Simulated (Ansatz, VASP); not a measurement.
## One calculation of HfZr3Se8, two programs

INCAR

```
ALGO = Normal
EDIFF = 1E-6
ENCUT = 500
GGA = PE
GGA_COMPAT = F
ISIF = 2
ISMEAR = 0
LASPH = T
LCHARG = F
LREAL = F
LWAVE = F
NBANDS = 59
NELM = 120
PREC = Accurate
SIGMA = 0.1
```

The input KPOINTS:

```
k-points
0
Gamma
  6 6 1
```

POSCAR

```
HfZr3Se8
1.0
    3.7918739931      0.0000000000      0.0000000000
   -1.8959369966      3.2838592060      0.0000000000
    0.0000000000      0.0000000000     27.7062703000
Zr Hf Se
3 1 8
Direct
    0.0000000000      0.0000000000      0.0000000000
    0.0000000000      0.0000000000      0.2487830000
    0.0000000000      0.0000000000      0.7512170000
    0.0000000000      0.0000000000      0.5000000000
    0.6666666667      0.3333333333      0.1915390000
    0.6666666667      0.3333333333      0.4434240000
    0.6666666667      0.3333333333      0.6939750000
    0.6666666667      0.3333333333      0.9427550000
    0.3333333333      0.6666666667      0.0572450000
    0.3333333333      0.6666666667      0.3060250000
    0.3333333333      0.6666666667      0.5565760000
    0.3333333333      0.6666666667      0.8084610000
```

Input for Ansatz:

```yaml
crystal:
  lattice:
    - [3.7918739931, 0.0, 0.0]
    - [-1.8959369966, 3.283859206, 0.0]
    - [0.0, 0.0, 27.7062703]
  atoms:
    - { symbol: Zr, position: [0.0, 0.0, 0.0] }
    - { symbol: Zr, position: [0.0, 0.0, 0.248783] }
    - { symbol: Zr, position: [0.0, 0.0, 0.751217] }
    - { symbol: Hf, position: [0.0, 0.0, 0.5] }
    - { symbol: Se, position: [0.6666666667, 0.3333333333, 0.191539] }
    - { symbol: Se, position: [0.6666666667, 0.3333333333, 0.443424] }
    - { symbol: Se, position: [0.6666666667, 0.3333333333, 0.693975] }
    - { symbol: Se, position: [0.6666666667, 0.3333333333, 0.942755] }
    - { symbol: Se, position: [0.3333333333, 0.6666666667, 0.057245] }
    - { symbol: Se, position: [0.3333333333, 0.6666666667, 0.306025] }
    - { symbol: Se, position: [0.3333333333, 0.6666666667, 0.556576] }
    - { symbol: Se, position: [0.3333333333, 0.6666666667, 0.808461] }
basis:
  ecutwfc: 420
kpoints:
  mp_grid: { grid: [6, 6, 1] }
hamiltonian:
  xc: pbe
scf:
  occupations: { method: gaussian, width: 0.1 }
  lower_state_search: "off"
output:
  forces: true
  stress: true
  eigenvalues: true
```

Alike in both runs: task single point; functional PBE; k mesh 6 × 6 × 1; occupations gaussian, width 0.1 eV; no spin polarisation.

|  | VASP | Ansatz |
| --- | --- | --- |
| version | VASP 6.6.1 | Ansatz 0.2.0 |
| potentials or method | VASP PAW PBE potentials, release 64 (Zr_sv, Hf_pv, Se), cutoff 500 eV | scalar-relativistic, plane waves, PAW |
| valence electrons in the cell | 94 | 190 |

|  | VASP | Ansatz | Ansatz less VASP |
| --- | --- | --- | --- |
| gap on the k mesh at the Fermi level (eV) | 0.40 | 0.40 | +0.001 |
| least direct gap on the mesh (eV) | 1.09 | 1.09 | +0.002 |
| pressure (GPa) | 0.1 | 0.1 | +0.01 |
| traceless stress, the component that is largest in VASP (GPa) | -0.18 | -0.19 | -0.008 |
| rms of the force components (eV/Å) | 0.013 | 0.006 | -0.0069 |

Atom by atom the forces differ by 0.013 eV/Å (rms over components). VASP's potentials hold 94 valence electrons a cell and Ansatz's 190, so a difference there can come from the potentials and not from the codes.

Neither program's run includes spin-orbit coupling.
